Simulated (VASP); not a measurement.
Set up this calculation in VASP 6.6.1, as the native input.

| Item | Value |
| --- | --- |
| Task | single point |
| Functional | revPBE |
| Dispersion | D4 |
| Potentials or basis | VASP PAW PBE potentials, release 64 (Hf_pv, B) |
| Cutoff | 520 eV |
| k mesh | 10 × 10 × 8 |
| Occupations | fermi-dirac, width 0.05 eV |
| Spin | no spin polarisation |
| Dipole correction | no |
| Further INCAR settings | ALGO = Normal; EDIFF = 1e-06; NBANDS = 15 |

The structure of HfB2 lies in POSCAR:

```
HfB2
1.0
    3.1222781447      0.0000000000      0.0000000000
   -1.5611390723      2.7039721910      0.0000000000
    0.0000000000      0.0000000000      3.4239183795
Hf B
1 2
Direct
    0.0000000000      0.0000000000      0.0000000000
    0.6666666667      0.3333333333      0.5000000000
    0.3333333333      0.6666666667      0.5000000000
```

These files were run (other wordings do the same):

INCAR

```
PREC     = Accurate       # precision mode
ENCUT    = 520            # plane-wave cutoff, eV
EDIFF    = 1E-6           # SCF threshold, eV
ISMEAR   = -1             # smearing method
SIGMA    = 0.05           # smearing width, eV
LREAL    = F              # projectors in reciprocal space
LASPH    = T              # aspherical terms in the spheres
NELM     = 80             # most SCF steps
ALGO     = Normal         # electronic algorithm
ISIF     = 2              # what is computed and relaxed
LWAVE    = F              # write WAVECAR
LCHARG   = T              # write CHGCAR
GGA      = RE             # functional
IVDW     = 13             # dispersion correction
LELF     = T              # ELF
LVHAR    = T            
NBANDS   = 15             # bands
```

KPOINTS

```
Automatic mesh
0
Gamma
  10 10 8
```

Potentials or basis: VASP PAW PBE potentials, release 64 (Hf_pv, B).

Run with:

```sh
$ cat potpaw_PBE.64/Hf_pv/POTCAR potpaw_PBE.64/B/POTCAR > POTCAR
$ mpirun -np 1 vasp_std > vasp.out
```

It gave:

```
Pressure                   : -0.4 GPa
Band gap on the k mesh     : zero (band 8 reaches 8.48 eV, above the bottom of band 9 at 7.73 eV)
Dispersion energy per atom : -0.573 eV
```

Caveat: the PAW data sets were made with another functional, which shifts forces and pressure a little; spin-orbit coupling is left out, which moves the levels of the heavy elements; pairwise dispersion overbinds metals, which lowers pressure and volume.

Run time: 13 s on 1 thread of Intel(R) Xeon(R) Platinum 8488C (Sapphire Rapids), on a shared host, peak memory 0.16 GiB.
